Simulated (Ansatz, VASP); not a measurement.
## Mn3GaC in VASP and in Ansatz

```xyz
5
Lattice="3.8960 0.0000 0.0000 0.0000 3.8960 0.0000 0.0000 0.0000 3.8960" Properties=species:S:1:pos:R:3 pbc="T T T"
Mn    0.0000    1.9480    1.9480
Mn    1.9480    0.0000    1.9480
Mn    1.9480    1.9480    0.0000
Ga    0.0000    0.0000    0.0000
C     1.9480    1.9480    1.9480
```

Alike in both runs: task single point; functional LDA; k mesh 6 × 6 × 6; occupations fermi-dirac, width 0.05 eV; collinear spin.

```csv
,VASP,Ansatz
version,VASP 6.6.1,Ansatz 0.2.0
potentials or method,"VASP PAW LDA potentials, release 64 (Mn_pv, Ga_d, C)","plane waves, PAW"
plane-wave cutoff (eV),520,420
valence electrons in the cell,56,62
```

```tsv
	VASP	Ansatz	Ansatz less VASP
pressure (GPa)	-25.5	-25.6	-0.13
net moment per atom (μB)	0.83	0.86	+0.030
size of the moment on the site where the two differ most (μB)	1.42	1.30	-0.114
```

LDA's correlation is that of Perdew and Zunger in VASP and of Perdew and Wang (1992) in Ansatz. Site moments also hang on the region over which each program counts them. VASP's potentials hold 56 valence electrons a cell and Ansatz's 62, so a difference there can come from the potentials and not from the codes.
